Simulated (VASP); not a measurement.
# Ag (R-3m) in VASP: notebook

Runs on Ag. Level: PBEsol. Tasks: single point.

All numbers are computed with VASP 6.6.1; they aren't measurements. Logs are shortened: lines on timing, memory, paths and dates and some standing lists are left out, and cuts for length are marked.

### Step 1. The cell of the first run

The structure is trigonal, space group R-3m (No. 166). Conventional cell: a = 5.900 Å, b = 5.900 Å, c = 1.807 Å, α = 90.00°, β = 90.00°, γ = 120.00°. Ag (site symmetry -3m) has 2 Ag at 1.81 Å within 2.4 Å.

### Step 2. Single point, PBEsol

Contents of INCAR:

```
  PREC = Accurate
  ENCUT = 520
  EDIFF = 1E-6
  ISMEAR = 0
  SIGMA = 0.15
  LREAL = False
  LASPH = True
  NELM = 80
  ALGO = Fast
  ISIF = 2
  LWAVE = False
  LCHARG = True
  GGA = PS
  LELF = True
  LVHAR = True
  NBANDS = 12
```

Contents of KPOINTS:

```
regular mesh
0
Gamma
  22 22 22
```

Contents of POSCAR:

```
Ag
1.0
   -2.4336588803      1.7383277716      1.7383277716
    1.7383277716     -2.4336588803      1.7383277716
    1.7383277716      1.7383277716     -2.4336588803
Ag
1
Direct
    0.0000000000      0.0000000000      0.0000000000
```

Potentials or basis: VASP PAW PBE potentials, release 64 (Ag).

Run with:

```console
$ cat potpaw_PBE.64/Ag/POTCAR > POTCAR
$ mpirun -np 1 vasp_std > vasp.out
```

OUTCAR:

```text
PREC = Accurate
   ENCUT = 520
   EDIFF = 1E-6
   ISMEAR = 0
   LREAL = False
   LASPH = True
   NELM = 80
   ISIF = 2
   GGA = PS

 ion  position               nearest neighbor table
   1  0.000  0.000  0.000-

  LATTYP: Found a trigonal (rhomboedric) cell.
 ALAT       =     3.4592285887
 COS(alpha) =    -0.4545454546

  Lattice vectors:

 A1 = (  -2.4336588803,   1.7383277716,   1.7383277716)
 A2 = (   1.7383277716,  -2.4336588803,   1.7383277716)
 A3 = (   1.7383277716,   1.7383277716,  -2.4336588803)

Analysis of symmetry for initial positions (statically):
=====================================================================
 Subroutine PRICEL returns:
 Original cell was already a primitive cell.

 Routine SETGRP: Setting up the symmetry group for a
 trigonal (rhombohedral) supercell.

 Subroutine GETGRP returns: Found 12 space group operations
 (whereof 12 operations were pure point group operations)
 out of a pool of 12 trial point group operations.

The static configuration has the point symmetry D_3d.

Analysis of symmetry for dynamics (positions and initial velocities):
=====================================================================
 Subroutine PRICEL returns:
 Original cell was already a primitive cell.

 Routine SETGRP: Setting up the symmetry group for a
 trigonal (rhombohedral) supercell.

 Subroutine GETGRP returns: Found 12 space group operations
 (whereof 12 operations were pure point group operations)
 out of a pool of 12 trial point group operations.

The dynamic configuration has the point symmetry D_3d.

 Subroutine INISYM returns: Found 12 space group operations
 (whereof 12 operations are pure point group operations),
 and found     1 'primitive' translations

----------------------------------------------------------------------------------------

                                     Primitive cell

  volume of cell :      18.1538

  direct lattice vectors                    reciprocal lattice vectors
    -2.433658880  1.738327772  1.738327772     0.159795973  0.399489933  0.399489933
     1.738327772 -2.433658880  1.738327772     0.399489933  0.159795973  0.399489933
     1.738327772  1.738327772 -2.433658880     0.399489933  0.399489933  0.159795973

  length of vectors
     3.459228589  3.459228589  3.459228589     0.587127895  0.587127895  0.587127895

  position of ions in fractional coordinates (direct lattice)
     0.000000000  0.000000000  0.000000000

  ion indices of the primitive-cell ions
   primitive index   ion index
                 1           1

----------------------------------------------------------------------------------------

 KPOINTS: regular mesh

Automatic generation of k-mesh.
 Grid dimensions read from file:
 generate k-points for:   22   22   22

 Generating k-lattice:

  Cartesian coordinates                     Fractional coordinates (reciprocal lattice)
     0.007263453  0.018158633  0.018158633     0.045454545 -0.000000000 -0.000000000
     0.018158633  0.007263453  0.018158633    -0.000000000  0.045454545 -0.000000000
     0.018158633  0.018158633  0.007263453    -0.000000000 -0.000000000  0.045454545

  Length of vectors
     0.026687632  0.026687632  0.026687632

  Shift w.r.t. Gamma in fractional coordinates (k-lattice)
     0.000000000  0.000000000  0.000000000

 Subroutine IBZKPT returns following result:
 ===========================================

 Found   1024 irreducible k-points:

 Following reciprocal coordinates:
            Coordinates               Weight
  0.000000  0.000000  0.000000      1.000000
  0.045455 -0.000000 -0.000000      6.000000
  0.090909 -0.000000 -0.000000      6.000000
  0.136364 -0.000000 -0.000000      6.000000
  0.181818  0.000000  0.000000      6.000000
  0.227273 -0.000000 -0.000000      6.000000
[... 16 lines left out ...]
  0.500000  0.045455 -0.000000     12.000000
 -0.454545  0.045455  0.000000     12.000000
 [... further k-points ...]
   k-points           NKPTS =   1024   k-points in BZ     NKDIM =   1024   number of bands    NBANDS=     12
   number of dos      NEDOS =    301   number of ions     NIONS =      1
   total plane-waves  NPLWV =  21952
   dimension x,y,z NGX =    28 NGY =   28 NGZ =   28
   dimension x,y,z NGXF=    56 NGYF=   56 NGZF=   56
   ions per type =               1
   NGX,Y,Z   is equivalent  to a cutoff of  13.46, 13.46, 13.46 a.u.
   NGXF,Y,Z  is equivalent  to a cutoff of  26.91, 26.91, 26.91 a.u.
 SYSTEM =  unknown system
   PREC   = accura    normal or accurate (medium, high low for compatibility)
   ISTART =      0    job   : 0-new  1-cont  2-samecut
   ICHARG =      2    charge: 1-file 2-atom 10-const
   ISPIN  =      1    spin polarized calculation?
   LNONCOLLINEAR =      F non collinear calculations
   LSORBIT =      F    spin-orbit coupling
   LASPH  =      T    aspherical Exc in radial PAW
   ENCUT  =  520.0 eV  38.22 Ry    6.18 a.u.   6.43  6.43  6.43*2*pi/ulx,y,z
   NELM   =     80;   NELMIN=  2; NELMDL= -5     # of ELM steps
   EDIFF  = 0.1E-05   stopping-criterion for ELM
   LREAL  =      F    real-space projection
   EDIFFG = 0.1E-04   stopping-criterion for IOM
   NSW    =      0    number of steps for IOM
   IBRION =     -1    ionic relax: 0-MD 1-quasi-New 2-CG
   NFREE  =      0    steps in history (QN), initial steepest desc. (CG)
   ISIF   =      2    stress and relaxation
   ISYM   =      2    0-nonsym 1-usesym 2-fastsym
   POTIM  = 0.5000    time-step for ionic-motion
   TEBEG  =    0.0;   TEEND  =   0.0 temperature during run
   PSTRESS=    0.0 pullay stress
   NELECT =      11.0000    total number of electrons
   NUPDOWN=      -1.0000    fix difference up-down
   EMIN   =  10.00;   EMAX   =-10.00  energy-range for DOS
   EFERMI =   0.00;   METHOD = LEGACY
   ISMEAR =     0;   SIGMA  =   0.15  broadening in eV -4-tet -1-fermi 0-gaus
   EFERMI_NEDOS =   21; number of points for ismear=-14 and -15
   IALGO  =     68    algorithm
   IMIX   =      4    mixing-type and parameters
     AMIX     =   0.40;   BMIX     =  1.00
     AMIX_MAG =   1.60;   BMIX_MAG =  1.00
  volume/ion in A,a.u.               =      18.15       122.51
  Fermi-wavevector in a.u.,A,eV,Ry     =   1.385318  2.617871 26.111022  1.919106
  Thomas-Fermi vector in A             =   2.509739
   LORBIT       =      0    0 simple, 1 ext, 2 COOP (PROOUT), +10 PAW based schemes
   GGA     = PS    functional components
   LHFCALC =     F    Hartree Fock is set to
   AEXX    =    0.0000 exact exchange contribution
   IVDW    =     0    specifies the selected vdW correction
   LEPSILON=     F    determine dielectric tensor
   LRPA    =     F    only Hartree local field effects (RPA)
 non-spin polarized calculation
 RMM-DIIS sequential band-by-band and
 Gauss-broadening in eV      SIGMA  =   0.15
  energy-cutoff  :      520.00
  volume of cell :       18.15
 maximum number of plane-waves:       506
 NGX is ok and might be reduce to    28

 number of electron      11.0000002 magnetization

 Free energy of the ion-electron system (eV)
  ---------------------------------------------------
  ext. energy  EPLUGINS =         0.00000000
  ---------------------------------------------------
  free energy    TOTEN  =         4.34027126 eV

  energy without entropy =        4.34510453  energy(sigma->0) =        4.34268789

 E-fermi :   7.8321     XC(G=0): -11.5920

 val. band max:        7.8318941457   @ k =  -0.1364  -0.2273   0.0455
 cond. band min:       7.8486191207   @ k =   0.2727   0.0455   0.0000
 fundamental gap:      0.0167249750
 Fermi energy:         7.8321245707

 k-point     1 :       0.0000    0.0000    0.0000
  band No.  band energies     occupation
      1      -4.9501      2.00000
      2       0.6907      2.00000
      3       1.3775      2.00000
      4       1.3775      2.00000
      5       7.6501      1.91380
      6       7.6501      1.91380
      7      17.7131      0.00000
      8      17.7131      0.00000
      9      18.7702      0.00000
     10      23.3128      0.00000
     11      23.3128      0.00000
     12      27.0169      0.00000

 k-point     2 :       0.0455   -0.0000   -0.0000
  band No.  band energies     occupation
      1      -4.7032      2.00000
      2       0.8108      2.00000
      3       1.4211      2.00000
      4       1.4294      2.00000
      5       7.2401      2.00000
      6       7.2421      2.00000
      7      17.9833      0.00000
      8      18.0340      0.00000
      9      18.8482      0.00000
     10      23.4131      0.00000
     11      23.4619      0.00000
     12      27.1453      0.00000

 k-point     3 :       0.0909   -0.0000   -0.0000
  band No.  band energies     occupation
      1      -3.9810      2.00000
      2       1.1742      2.00000
      3       1.5500      2.00000
      4       1.5831      2.00000
      5       6.1856      2.00000
      6       6.1899      2.00000
      7      18.5993      0.00000
      8      18.7024      0.00000
      9      19.2005      0.00000
     10      23.7187      0.00000
     11      23.9229      0.00000
     12      27.5691      0.00000
[... 286 lines left out ...]
 k-point    23 :       0.5000    0.0455   -0.0000
  band No.  band energies     occupation
      1      -2.8275      2.00000
      2      -2.6623      2.00000
      3       4.0044      2.00000
      4       4.2411      2.00000
      5       6.8247      2.00000
      6      13.6760      0.00000
      7      20.4683      0.00000
      8      21.4038      0.00000
      9      22.7317      0.00000
     10      27.2977      0.00000
     11      28.7420      0.00000
     12      30.2785      0.00000

 k-point    24 :      -0.4545    0.0455    0.0000
  band No.  band energies     occupation
      1      -2.4213      2.00000
      2      -2.2479      2.00000
      3       3.8014      2.00000
      4       4.0509      2.00000
      5       6.0412      2.00000
      6      12.2797      0.00000
      7      20.6723      0.00000
      8      21.6310      0.00000
      9      22.2296      0.00000
     10      28.1450      0.00000
     11      28.3956      0.00000
     12      29.5708      0.00000

 [... further k-points ...]
[... 5 lines left out ...]
  --------------------------------------------------------------------------------------
  -------------------------------------------------------------------------------------
  Total       15.6149848     15.6149848     15.6149848     16.3169252     16.3169252     16.3169252
  in kB     1378.1084932   1378.1084932   1378.1084932   1440.0585975   1440.0585975   1440.0585975
  external PRESSURE =    1378.1084932 kB  Pullay stress =       0.0000000 kB

 VOLUME and BASIS-vectors are now :
 -----------------------------------------------------------------------------
  energy-cutoff  :      520.00
  volume of cell :       18.15
      direct lattice vectors                 reciprocal lattice vectors
    -2.433658880  1.738327772  1.738327772     0.159795973  0.399489933  0.399489933
     1.738327772 -2.433658880  1.738327772     0.399489933  0.159795973  0.399489933
     1.738327772  1.738327772 -2.433658880     0.399489933  0.399489933  0.159795973

 POSITION                                       TOTAL-FORCE (eV/Angst)
 -----------------------------------------------------------------------------------
      0.00000      0.00000      0.00000         0.000000     -0.000000      0.000000
 -----------------------------------------------------------------------------------
    total drift:                                0.000000     -0.000000      0.000000

  FREE ENERGIE OF THE ION-ELECTRON SYSTEM (eV)
  ---------------------------------------------------
  free  energy   TOTEN  =         4.3402712585 eV

  energy  without entropy=        4.3451045253  energy(sigma->0) =        4.34268789
```

Run time: 5.5 min. Hardware: 1 thread of Intel Xeon Platinum 8375C at 2.90GHz (Ice Lake), shared host; peak memory 0.34 GiB.

Results:

```
Free energy : 4.3403 eV
Pressure    : 137.8 GPa
```

Stress tensor (GPa, compression positive):
```
137.81 144.01 144.01
144.01 137.81 144.01
144.01 144.01 137.81
```

Caveat: the PAW data sets were made with another functional, which shifts forces and pressure a little.

### Step 3. Single point, PBEsol

This run uses another cell than the first one, of the same volume but with other edges.

Contents of INCAR:

```
SYSTEM = Ag
ALGO = Fast ; EDIFF = 1E-6
ENCUT = 520 ; GGA = PS
ISIF = 2 ; ISMEAR = 0
LASPH = .True. ; LCHARG = .False.
LREAL = .False. ; LWAVE = .False.
NBANDS = 12 ; NELM = 80
PREC = Accurate ; SIGMA = 0.15
```

Contents of KPOINTS:

```
k-points
0
Gamma
  22 22 22
  0 0 0
```

Contents of POSCAR:

```
Ag
1.0
   -2.0352828653      1.6764791990      1.6764791990
    1.6764791990     -2.0352828653      1.6764791990
    1.6764791990      1.6764791990     -2.0352828653
Ag
1
Direct
    0.0000000000      0.0000000000      0.0000000000
```

Potentials or basis: VASP PAW PBE potentials, release 64 (Ag).

Run with:

```console
$ cat potpaw_PBE.64/Ag/POTCAR > POTCAR
$ mpirun -np 1 vasp_std > vasp.out
```

Wall time 1.8 min (1 thread of Intel Xeon Platinum 8375C at 2.90GHz (Ice Lake), shared host); peak memory 0.32 GiB.

The run converged. Its results:

```yaml
Free_energy: -2.3183 eV
Pressure: 18.4 GPa
```

Stress tensor (GPa, compression positive):
```
18.42 33.05 33.05
33.05 18.42 33.05
33.05 33.05 18.42
```

Levels at points of the mesh, in eV from the Fermi level:
```tsv
k point	band 3	band 4	band 5	band 6	band 7	band 8
(0.00, 0.00, 0.00)	-4.71	-4.71	-2.57	-2.57	14.03	14.79
(0.50, 0.00, 0.00)	-3.95	-3.59	-2.19	2.07	7.28	12.65
(0.50, 0.50, 0.00)	-3.41	-2.53	-2.37	-1.10	1.42	9.31
(0.50, 0.50, 0.50)	-3.38	-3.38	-1.48	7.05	7.81	7.81
```

Caveat: the PAW data sets were made with another functional, which shifts forces and pressure a little.

### Step 4. Single point, PBEsol

This run uses another cell than the first one, of the same volume but with other edges.

INCAR is that of step 3.

KPOINTS is that of step 3.

Contents of POSCAR:

```
Ag
1.0
   -1.2747011800      1.6782745266      1.6782745266
    1.6782745266     -1.2747011800      1.6782745266
    1.6782745266      1.6782745266     -1.2747011800
Ag
1
Direct
    0.0000000000      0.0000000000      0.0000000000
```

Potentials or basis: VASP PAW PBE potentials, release 64 (Ag).

Run with:

```console
$ cat potpaw_PBE.64/Ag/POTCAR > POTCAR
$ mpirun -np 1 vasp_std > vasp.out
```

OUTCAR:

```text
SYSTEM = Ag
   EDIFF = 1E-6
   ENCUT = 520
   GGA = PS
   ISIF = 2
   ISMEAR = 0
   LASPH = .True.
   LREAL = .False.
   NELM = 80
   PREC = Accurate

 ion  position               nearest neighbor table
   1  0.000  0.000  0.000-

  LATTYP: Found a trigonal (rhomboedric) cell.
 ALAT       =     2.6940812667
 COS(alpha) =    -0.2014297013

  Lattice vectors:

 A1 = (  -1.2747011800,   1.6782745266,   1.6782745266)
 A2 = (   1.6782745266,  -1.2747011800,   1.6782745266)
 A3 = (   1.6782745266,   1.6782745266,  -1.2747011800)

Analysis of symmetry for initial positions (statically):
=====================================================================
 Subroutine PRICEL returns:
 Original cell was already a primitive cell.

 Routine SETGRP: Setting up the symmetry group for a
 trigonal (rhombohedral) supercell.

 Subroutine GETGRP returns: Found 12 space group operations
 (whereof 12 operations were pure point group operations)
 out of a pool of 12 trial point group operations.

The static configuration has the point symmetry D_3d.

[... 159 lines left out ...]
 E-fermi :   7.3556     XC(G=0): -11.9915

 val. band max:        7.3308353718   @ k =  -0.1818   0.4545   0.0909
 cond. band min:       7.3790642890   @ k =  -0.3182   0.3636   0.2273
 fundamental gap:      0.0482289172
 Fermi energy:         7.3555584635

 k-point     1 :       0.0000    0.0000    0.0000
  band No.  band energies     occupation
      1       0.0375      2.00000
      2       1.5672      2.00000
      3       1.5672      2.00000
      4       4.0142      2.00000
      5       4.3415      2.00000
      6       4.3415      2.00000
      7      22.6065      0.00000
      8      22.6065      0.00000
      9      24.8162      0.00000
     10      28.9822      0.00000
     11      28.9822      0.00000
     12      29.9054      0.00000
[... 331 lines left out ...]
 k-point    24 :      -0.4545    0.0455    0.0000
  band No.  band energies     occupation
      1       1.4084      2.00000
      2       1.5719      2.00000
      3       3.7993      2.00000
      4       3.9557      2.00000
      5       4.3673      2.00000
      6       6.2246      2.00000
      7      10.4988      0.00000
      8      22.6363      0.00000
      9      23.9603      0.00000
     10      28.6109      0.00000
     11      29.8630      0.00000
     12      31.1269      0.00000

 [... further k-points ...]
[... 5 lines left out ...]
  --------------------------------------------------------------------------------------
  -------------------------------------------------------------------------------------
  Total        0.0355594      0.0355594      0.0355594     -0.3624970     -0.3624970     -0.3624970
  in kB        3.1383154      3.1383154      3.1383154    -31.9923566    -31.9923566    -31.9923566
  external PRESSURE =       3.1383154 kB  Pullay stress =       0.0000000 kB

 VOLUME and BASIS-vectors are now :
 -----------------------------------------------------------------------------
  energy-cutoff  :      520.00
  volume of cell :       18.15
      direct lattice vectors                 reciprocal lattice vectors
    -1.274701180  1.678274527  1.678274527    -0.065646808  0.272994651  0.272994651
     1.678274527 -1.274701180  1.678274527     0.272994651 -0.065646808  0.272994651
     1.678274527  1.678274527 -1.274701180     0.272994651  0.272994651 -0.065646808

 POSITION                                       TOTAL-FORCE (eV/Angst)
 -----------------------------------------------------------------------------------
      0.00000      0.00000      0.00000         0.000000     -0.000000     -0.000000
 -----------------------------------------------------------------------------------
    total drift:                                0.000000      0.000000      0.000000

  FREE ENERGIE OF THE ION-ELECTRON SYSTEM (eV)
  ---------------------------------------------------
  free  energy   TOTEN  =        -3.0457665218 eV

  energy  without entropy=       -3.0429540889  energy(sigma->0) =       -3.04436031
```

OSZICAR:

```text
N       E                     dE             d eps       ncg     rms          rms(c)
DAV:   1     0.513558650786E+02    0.51356E+02   -0.54330E+03 24808   0.819E+02
DAV:   2    -0.255304281366E+01   -0.53909E+02   -0.51144E+02 28368   0.191E+02
DAV:   3    -0.335956958822E+01   -0.80653E+00   -0.80604E+00 28592   0.249E+01
DAV:   4    -0.336212362168E+01   -0.25540E-02   -0.25539E-02 27208   0.145E+00
DAV:   5    -0.336214540378E+01   -0.21782E-04   -0.21782E-04 28520   0.121E-01    0.523E+00
RMM:   6    -0.305831529833E+01    0.30383E+00   -0.47445E-01 25013   0.618E+00    0.316E+00
RMM:   7    -0.304956900788E+01    0.87463E-02   -0.95636E-03 27230   0.110E+00    0.186E+00
RMM:   8    -0.304578009860E+01    0.37889E-02   -0.11117E-03 28351   0.341E-01    0.194E-01
RMM:   9    -0.304576564028E+01    0.14458E-04   -0.14220E-04 29641   0.102E-01    0.476E-02
RMM:  10    -0.304576598915E+01   -0.34888E-06   -0.25092E-05 30032   0.391E-02    0.211E-02
RMM:  11    -0.304576652181E+01   -0.53266E-06   -0.63677E-06 25907   0.157E-02
   1 F= -.30457665E+01 E0= -.30443603E+01  d E =-.281243E-02
```

Run time: 97 s. Hardware: 1 thread of Intel Xeon Platinum 8375C at 2.90GHz (Ice Lake), shared host; peak memory 0.31 GiB.

Results:

* Free energy: -3.0458 eV
* Pressure: 0.3 GPa

Stress tensor (GPa, compression positive):
```
 0.31 -3.20 -3.20
-3.20  0.31 -3.20
-3.20 -3.20  0.31
```

Caveat: the PAW data sets were made with another functional, which shifts forces and pressure a little.

### Step 5. Overview

| cell | gap on the mesh (eV) | pressure (GPa) |
| --- | --- | --- |
| a = 3.459 Å, angles 117.0°, 1 atom | none | 137.8 |
| a = 3.125 Å, angles 114.3°, 1 atom | none | 18.4 |
| a = 2.694 Å, angles 101.6°, 1 atom | none | 0.3 |

Alike in all rows: task single point; level PBEsol; potentials or basis VASP PAW PBE potentials, release 64 (Ag); no spin polarisation; k mesh 22 × 22 × 22; cutoff (eV) 520; smearing gaussian 0.15 eV.

Caveats: the PAW data sets were made with another functional, which shifts forces and pressure a little.

Total energies depend on the potentials used, so only differences within one code and one set of settings carry meaning.
